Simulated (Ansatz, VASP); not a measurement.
TaN in VASP and in Ansatz

```
CELL_PARAMETERS angstrom
5.19600 0.00000 0.00000
-2.59800 4.49987 0.00000
0.00000 0.00000 2.91100
ATOMIC_POSITIONS crystal
Ta 0.33333 0.66667 0.50000
Ta 0.66667 0.33333 0.50000
Ta 0.00000 0.00000 0.00000
N 0.39322 0.00000 0.00000
N 0.60678 0.60678 0.00000
N 0.00000 0.39322 0.00000
```

Alike in both runs: functional PBE; k mesh 6 × 6 × 9; occupations fermi-dirac, width 0.02 eV; collinear spin.

Ansatz relaxed the structure, and its values are those at the end. VASP's run is a single point on that final structure, the one shown.

|  | VASP | Ansatz |
| --- | --- | --- |
| version | VASP 6.6.1 | Ansatz 0.2.0 |
| potentials or method | VASP PAW PBE potentials, release 64 (Ta_pv, N) | plane-wave PAW, scalar-relativistic |
| plane-wave cutoff (eV) | 520 | 420 |
| valence electrons in the cell | 48 | 54 |

```tsv
	VASP	Ansatz	Ansatz less VASP
pressure (GPa)	5.6	4.9	-0.75
rms of the force components (eV/Å)	0.006	0.004	-0.0023
net moment per atom (μB)	0.00	0.00	0.000
```

With one functional, cell and mesh, what is left measures potentials, basis and numerics. VASP's potentials hold 48 valence electrons a cell and Ansatz's 54, so a difference there can come from the potentials and not from the codes. Ansatz's warnings: seeded moment not kept, stress scf threshold loose.

Spin-orbit coupling is off throughout.
